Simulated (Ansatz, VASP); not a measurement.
# AlCo2 in VASP and in Ansatz

```
Al Co
1.0
     0.00000    2.73924    2.73924
     2.73924    0.00000    2.73924
     2.73924    2.73924    0.00000
Al Co
1 2
Direct
  0.00000 0.00000 0.00000
  0.75000 0.75000 0.75000
  0.25000 0.25000 0.25000
```

Change from the starting cell: species swapped into the YbH2 type (Fm-3m, No. 225).

Alike in both runs: functional PBE; k mesh 6 × 6 × 6; occupations gaussian, width 0.1 eV; collinear spin.

Ansatz relaxed the structure, and its values are those at the end. VASP's run is a single point on that final structure, the one shown.

```csv
,VASP,Ansatz
version,VASP 6.6.1,Ansatz 0.2.0
potentials or method,"VASP PAW PBE potentials, release 64 (Al, Co), cutoff 520 eV","scalar-relativistic, plane waves, PAW"
valence electrons in the cell,21,37
```

|  | VASP | Ansatz | Ansatz less VASP |
| --- | --- | --- | --- |
| gap on the k mesh at the Fermi level (eV) | none | none | - |
| pressure (GPa) | 0.3 | 0.4 | +0.06 |
| net moment per atom (μB) | 0.72 | 0.73 | +0.013 |
| size of the moment on the site where the two differ most (μB) | 1.13 | 1.14 | +0.014 |

Site moments also hang on the region over which each program counts them. A gap of «none» marks a metal or a gap that the smearing closes. VASP's potentials hold 21 valence electrons a cell and Ansatz's 37, so a difference there can come from the potentials and not from the codes.
